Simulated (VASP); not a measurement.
Runs of VASP 6.6.1 on TiCo2. The structure is that of space group Fd-3m (No. 227), or close to it. The cells are those of the table. 

| task | spin | fixed moment (μB) | cell | k mesh | cutoff (eV) | gap on the mesh (eV) | pressure (GPa) | moment (μB) |
| --- | --- | --- | --- | --- | --- | --- | --- | --- |
| single point | collinear, ferrimagnetic start | - | a = 4.766 Å, angles 60.0°, 6 atoms | 1 × 1 × 1 | 520 | - | (a) | 4.00 |
| relaxation of cell and atoms | collinear, ferrimagnetic start | - | relaxed from a = 4.740 Å, angles 60.0°, 6 atoms | 1 × 1 × 1 | 600 | - | 0.0 | 4.00 |
| single point | collinear, ferrimagnetic start | - | a = 4.722 Å, angles 60.0°, 6 atoms | 4 × 4 × 4 | 520 | none | 0.0 | 3.77 |
| single point | collinear, zero start | 0.0 | a = 4.740 Å, angles 60.0°, 6 atoms | 10 × 10 × 10 | 520 | - | -11.2 | 0.00 |
| single point | off | - | a = 4.740 Å, angles 60.0°, 6 atoms | 10 × 10 × 10 | 520 | none | -11.2 | - |

Alike in all rows: level r2SCAN; potentials or basis VASP PAW PBE potentials, release 64 (Ti_sv, Co); smearing gaussian 0.1 eV.

Estimate the missing entries.

(a) -7.6.

Caveats: some runs use coarse meshes; the PAW data sets were made with another functional, which shifts forces and pressure a little; the cell stands under tension (at least some runs); the total moment is fixed, so each spin has its own Fermi level (at least some runs).

A gap of «none» marks levels without a gap at the run's occupations.
